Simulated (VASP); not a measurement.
# Zn7S8 (a cell with a defect) in VASP: single point with PBE

Aim: the single point of Zn7S8 (a cell with a defect) with PBE.

Program: VASP 6.6.1. These are calculated values, not measurements. Logs are shortened: lines on timing, memory, paths and dates and some standing lists are left out, and cuts for length are marked.

### 1 The cell of the first run

The cell holds a defect, 30 atoms: a = 6.662 Å, b = 9.707 Å, c = 10.176 Å, α = 85.71°, β = 70.89°, γ = 76.78°.

### 2 Single point, PBE

INCAR reads:

```
ALGO = Normal ; EDIFF = 1E-7
ENCUT = 520 ; GGA = PE
ISIF = 2 ; ISMEAR = 0
LASPH = T ; LCHARG = F
LREAL = Auto ; LWAVE = F
NBANDS = 153 ; NELM = 100
PREC = Accurate ; SIGMA = 0.01
```

KPOINTS reads:

```
k-points
0
Gamma
  2 2 2
```

POSCAR reads:

```
Zn7S8
1.0
    5.7693065645     -3.3309106981      0.0000000000
    1.9231021882     -1.1103035660     -9.4492875731
    7.6924087527      6.6618213961      0.0000000000
S Zn
16 14
Direct
    1.1021423624     -0.0245918840      0.9357411900
    0.0880817312      0.7344261466      1.0035628898
    0.4763298321      0.7522079782      0.2031760173
    0.8771644800      0.7536902640      0.4043521623
    0.2816357149      0.7527530326      0.6010252259
    0.6847295465      0.7492291870      0.8031622395
    0.5249303499      0.4134859286      1.0065495674
    0.9169099259      0.4180930309      0.2056066794
    0.3177977615      0.4203242923      0.4064079301
    0.7215297661      0.4184971640      0.6039985648
    0.1245316979      0.4160067713      0.8028421964
    0.3239019317      0.0883948482      0.9977536028
    0.6922472210      0.0853845951      0.2058020592
    0.0927341908      0.0862935079      0.3994276890
    0.5036313025      0.0852091379      0.6047097512
    0.9137517613      0.0899437913      0.7854060975
    0.3977548562      0.0024739752      0.2109273737
    0.7855271219      0.0052125194      0.3984515133
    0.2083499231      0.0019779175      0.5890947100
    0.6079068923     -0.0029351729      0.7982254216
    0.2104658631      0.3422544364      1.0062337464
    0.6127614325      0.3258999620      0.2106804508
    0.0175303168      0.3344206443      0.4034971743
    0.4189115991      0.3332054965      0.6021872111
    0.8143601878      0.3400683804      0.8045607223
    0.4512678988      0.6614419287      1.0030796474
    0.8326992936      0.6686853406      0.2088230291
    0.2376545048      0.6684688725      0.4030649034
    0.6414013546      0.6682222556      0.6024494138
    0.0475560013      0.6643427999      0.7981004992
```

Potentials or basis: VASP PAW PBE potentials, release 64 (S, Zn).

Launch:

```sh
$ cat potpaw_PBE.64/S/POTCAR potpaw_PBE.64/Zn/POTCAR > POTCAR
$ mpirun -np 1 vasp_std > vasp.out
```

OUTCAR:

```text
EDIFF = 1E-7
   ENCUT = 520
   GGA = PE
   ISIF = 2
   ISMEAR = 0
   LASPH = T
   LREAL = Auto
   NELM = 100
   PREC = Accurate

 ion  position               nearest neighbor table
   1  0.102  0.975  0.936-  12 2.29  16 2.35   2 2.40
   2  0.088  0.734  0.004-  26 2.36  30 2.36  27 2.37   1 2.40
   3  0.476  0.752  0.203-  27 2.34  26 2.35  28 2.36  17 2.37
   4  0.877  0.754  0.404-  27 2.34  29 2.34  28 2.35  18 2.38
   5  0.282  0.753  0.601-  30 2.34  29 2.35  28 2.36  19 2.36
   6  0.685  0.749  0.803-  20 2.34  30 2.35  26 2.36  29 2.37
   7  0.525  0.413  0.007-  25 2.33  26 2.34  21 2.35  22 2.38
   8  0.917  0.418  0.206-  21 2.33  23 2.36  27 2.37  22 2.38
   9  0.318  0.420  0.406-  28 2.35  23 2.35  24 2.35  22 2.36
  10  0.722  0.418  0.604-  25 2.35  24 2.35  29 2.36  23 2.37
  11  0.125  0.416  0.803-  25 2.34  21 2.34  30 2.35  24 2.36
  12  0.324  0.088  0.998-   1 2.29  20 2.34  21 2.41  17 2.43
  13  0.692  0.085  0.206-  17 2.27  22 2.27  18 2.28
  14  0.093  0.086  0.399-  17 2.32  19 2.33  23 2.35  18 2.36
  15  0.504  0.085  0.605-  20 2.34  24 2.34  19 2.34  18 2.35
  16  0.914  0.090  0.785-  19 2.34   1 2.35  25 2.37  20 2.37
  17  0.398  0.002  0.211-  13 2.27  14 2.32   3 2.37  12 2.43
  18  0.786  0.005  0.398-  13 2.28  15 2.35  14 2.36   4 2.38
  19  0.208  0.002  0.589-  14 2.33  16 2.34  15 2.34   5 2.36
[... 9 lines left out ...]
  29  0.641  0.668  0.602-   4 2.34   5 2.35  10 2.36   6 2.37
  30  0.048  0.664  0.798-   5 2.34  11 2.35   6 2.35   2 2.36

  LATTYP: Found a base centered monoclinic cell.
 ALAT       =     6.6618213961
 B/A-ratio  =     2.8867513459
 C/A-ratio  =     1.4570648061
 COS(beta)  =    -0.2287704239

  Lattice vectors:

 A1 = (  -7.6924087527,  -6.6618213961,   0.0000000000)
 A2 = (   1.9231021882,   9.9927320942,   0.0000000000)
 A3 = (   1.9231021882,  -1.1103035660,  -9.4492875731)

Analysis of symmetry for initial positions (statically):
=====================================================================
 Subroutine PRICEL returns:
 Original cell was already a primitive cell.

 Routine SETGRP: Setting up the symmetry group for a
 base centered monoclinic supercell.

 Subroutine GETGRP returns: Found  1 space group operations
 (whereof  1 operations were pure point group operations)
 out of a pool of  4 trial point group operations.

The static configuration has the point symmetry C_1 .

Analysis of symmetry for dynamics (positions and initial velocities):
=====================================================================
 Subroutine PRICEL returns:
[... 155 lines left out ...]
   ISYM   =      2    0-nonsym 1-usesym 2-fastsym
   POTIM  = 0.5000    time-step for ionic-motion
   TEBEG  =    0.0;   TEEND  =   0.0 temperature during run
   PSTRESS=    0.0 pullay stress
   NELECT =     264.0000    total number of electrons
   NUPDOWN=      -1.0000    fix difference up-down
   EMIN   =  10.00;   EMAX   =-10.00  energy-range for DOS
   EFERMI =   0.00;   METHOD = LEGACY
   ISMEAR =     0;   SIGMA  =   0.01  broadening in eV -4-tet -1-fermi 0-gaus
   EFERMI_NEDOS =   21; number of points for ismear=-14 and -15
   IALGO  =     38    algorithm
   IMIX   =      4    mixing-type and parameters
     AMIX     =   0.40;   BMIX     =  1.00
     AMIX_MAG =   1.60;   BMIX_MAG =  1.00
  volume/ion in A,a.u.               =      20.18       136.16
  Fermi-wavevector in a.u.,A,eV,Ry     =   1.241523  2.346138 20.971729  1.541379
  Thomas-Fermi vector in A             =   2.375917
   LORBIT       =      0    0 simple, 1 ext, 2 COOP (PROOUT), +10 PAW based schemes
   GGA     = PE    functional components
   LHFCALC =     F    Hartree Fock is set to
   AEXX    =    0.0000 exact exchange contribution
   IVDW    =     0    specifies the selected vdW correction
   LEPSILON=     F    determine dielectric tensor
   LRPA    =     F    only Hartree local field effects (RPA)
 non-spin polarized calculation
 Gauss-broadening in eV      SIGMA  =   0.01
  energy-cutoff  :      520.00
  volume of cell :      605.29
 maximum number of plane-waves:     16340
 NGX is ok and might be reduce to    50
   NGX = 25   NGY = 37   NGZ = 37

 number of electron     264.0000032 magnetization

 Free energy of the ion-electron system (eV)
  ---------------------------------------------------
  ext. energy  EPLUGINS =         0.00000000
  ---------------------------------------------------
  free energy    TOTEN  =      -101.85452145 eV

  energy without entropy =     -101.85452145  energy(sigma->0) =     -101.85452145

 E-fermi :   2.5141     XC(G=0):  -9.5160

 val. band max:        2.4367409880   @ k =   0.0000   0.0000   0.0000
 cond. band min:       3.9492966707   @ k =   0.5000   0.0000  -0.0000
 fundamental gap:      1.5125556827
 Fermi energy:         2.5140645782

 k-point     1 :       0.0000    0.0000    0.0000
  band No.  band energies     occupation
      1     -12.0990      2.00000
      2     -10.8251      2.00000
      3     -10.5349      2.00000
      4     -10.4672      2.00000
      5     -10.3707      2.00000
      6     -10.2670      2.00000
[... 1165 lines left out ...]
    143       6.5503      0.00000
    144       6.5676      0.00000
 [bands above 144 left out]

------------------------ aborting loop because EDIFF is reached ----------------------------------------

  FORCE on cell =-STRESS in cart. coord.  units (eV):
  Direction    XX          YY          ZZ          XY          YZ          ZX
  --------------------------------------------------------------------------------------
  -------------------------------------------------------------------------------------
  Total        2.2651368      7.0609088      3.5062400      0.0303789     -1.1402435      0.3705021
  in kB        5.9957098     18.6898910      9.2808511      0.0804115     -3.0181705      0.9807014
  external PRESSURE =      11.3221506 kB  Pullay stress =       0.0000000 kB

 VOLUME and BASIS-vectors are now :
 -----------------------------------------------------------------------------
  energy-cutoff  :      520.00
  volume of cell :      605.29
      direct lattice vectors                 reciprocal lattice vectors
     5.769306564 -3.330910698  0.000000000     0.103998634 -0.120087278  0.035276028
     1.923102188 -1.110303566 -9.449287573     0.000000000  0.000000000 -0.105828084
     7.692408753  6.661821396  0.000000000     0.051999317  0.090065459  0.000000000

 POSITION                                       TOTAL-FORCE (eV/Angst)
 -----------------------------------------------------------------------------------
      9.66320      4.81051     -9.21691         0.011522      0.008859     -0.004867
      1.94795     -1.08509     -6.93980        -0.001252     -0.010946     -0.006684
      5.75758     -1.06827     -7.10783        -0.002606     -0.000694     -0.002297
      9.62050     -1.06486     -7.12184         0.004303     -0.000006     -0.000484
      7.69580      2.23003     -7.11298         0.002899      0.004409      0.001388
     11.56951      2.23788     -7.07968        -0.005566      0.004615      0.002957
[... 22 lines left out ...]
      9.61979      1.13503     -6.31422         0.002923      0.000952     -0.000085
      7.69128      4.42078     -6.27757         0.000804     -0.002558     -0.002450
 -----------------------------------------------------------------------------------
    total drift:                               -0.005518      0.003833     -0.001108

  FREE ENERGIE OF THE ION-ELECTRON SYSTEM (eV)
  ---------------------------------------------------
  free  energy   TOTEN  =      -101.8545214531 eV

  energy  without entropy=     -101.8545214531  energy(sigma->0) =     -101.85452145
```

OSZICAR:

```text
N       E                     dE             d eps       ncg     rms          rms(c)
DAV:   1     0.261947740302E+04    0.26195E+04   -0.11513E+05  2448   0.204E+03
DAV:   2     0.412207617626E+03   -0.22073E+04   -0.21435E+04  2448   0.517E+02
DAV:   3    -0.644219748228E+02   -0.47663E+03   -0.45962E+03  2686   0.200E+02
[... 12 lines left out ...]
DAV:  16    -0.101854516516E+03    0.36648E-06   -0.72229E-05  3208   0.869E-02    0.151E-02
DAV:  17    -0.101854520103E+03   -0.35877E-05   -0.17141E-05  2992   0.376E-02    0.955E-03
DAV:  18    -0.101854521017E+03   -0.91411E-06   -0.38613E-06  2856   0.141E-02    0.428E-03
DAV:  19    -0.101854521345E+03   -0.32780E-06   -0.19773E-06  2856   0.977E-03    0.251E-03
DAV:  20    -0.101854521456E+03   -0.11081E-06   -0.34460E-07  2112   0.515E-03    0.214E-03
DAV:  21    -0.101854521453E+03    0.28995E-08   -0.12540E-07  1544   0.245E-03
   1 F= -.10185452E+03 E0= -.10185452E+03  d E =-.762323E-29
```

stdout:

```text
POSCAR found type information on POSCAR S Zn
 POSCAR found :  2 types and      30 ions
 scaLAPACK will be used
 LDA part: xc-table for (Slater+PW92), standard interpolation
 POSCAR, INCAR and KPOINTS ok, starting setup
 FFT: planning ... GRIDC
 FFT: planning ... GRID_SOFT
 FFT: planning ... GRID
 WAVECAR not read
 entering main loop
```

Wall time 51 min (1 thread of Oxide Virtual Turin-like, shared host); peak memory 0.84 GiB.

Results:

```
Free energy            : -101.8545 eV
Pressure               : 1.1 GPa
Largest force          : 0.040 eV/Å
Band gap on the k mesh : 1.51 eV
```

Forces on the atoms (eV/Å):
```
S    0.012  0.009 -0.005
S   -0.001 -0.011 -0.007
S   -0.003 -0.001 -0.002
S    0.004  0.000  0.000
S    0.003  0.004  0.001
S   -0.006  0.005  0.003
S   -0.001  0.004  0.000
S    0.002 -0.003 -0.007
S    0.000  0.001  0.000
S   -0.002  0.001 -0.002
S   -0.002  0.000 -0.004
S   -0.035  0.012  0.015
S   -0.003 -0.025  0.005
S   -0.004  0.000 -0.001
S    0.003  0.005  0.000
S    0.026  0.009  0.004
Zn   0.007  0.003  0.004
Zn  -0.003 -0.001  0.004
Zn  -0.001  0.000  0.004
Zn   0.003 -0.008  0.007
Zn   0.003  0.000 -0.006
Zn  -0.001  0.000 -0.002
Zn  -0.003 -0.002 -0.004
Zn   0.000 -0.002 -0.005
Zn  -0.003 -0.002 -0.002
Zn   0.001 -0.002  0.002
Zn   0.001  0.006  0.001
Zn   0.000  0.000 -0.001
Zn   0.003  0.001  0.000
Zn   0.001 -0.003 -0.002
```

Caveat: the k points lie up to 0.51 Å⁻¹ apart.
